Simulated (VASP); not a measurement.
Runs of VASP 6.6.1 on CaO. The structure is that of space group P6_3/mmc (No. 194), or close to it. The cells are those of the table. 

```csv
cell,gap on the mesh (eV),pressure (GPa),largest force (eV/Å)
"a = 4.032, b = 4.002, c = 4.785 Å, angles 90.0, 90.0, 120.2°, 4 atoms",(b),-5.9,0.05
"a = 3.972, b = 3.987, c = 4.785 Å, angles 90.0, 90.0, 119.9°, 4 atoms",3.02,-4.7,0.03
"a = 4.062, b = 4.010, c = 4.785 Å, angles 90.0, 90.0, 120.4°, 4 atoms",2.92,(a),0.09
"a = 3.912, b = 3.972, c = 4.785 Å, angles 90.0, 90.0, 119.5°, 4 atoms",(c),-3.5,0.12
"a = 4.052, b = 4.007, c = 4.785 Å, angles 90.0, 90.0, 120.4°, 4 atoms",2.93,-6.2,0.07
```

Alike in all rows: task single point; level LDA; potentials or basis VASP PAW LDA potentials, release 64 (Ca_sv, O); no spin polarisation; k mesh 9 × 9 × 6; cutoff (eV) 520; smearing gaussian 0.05 eV.

Task: Fill in the values left out.

Result: (a) -6.4; (b) 2.95; (c) 3.10.

Caveats: the cell stands under tension.

A k mesh can miss the band edges.
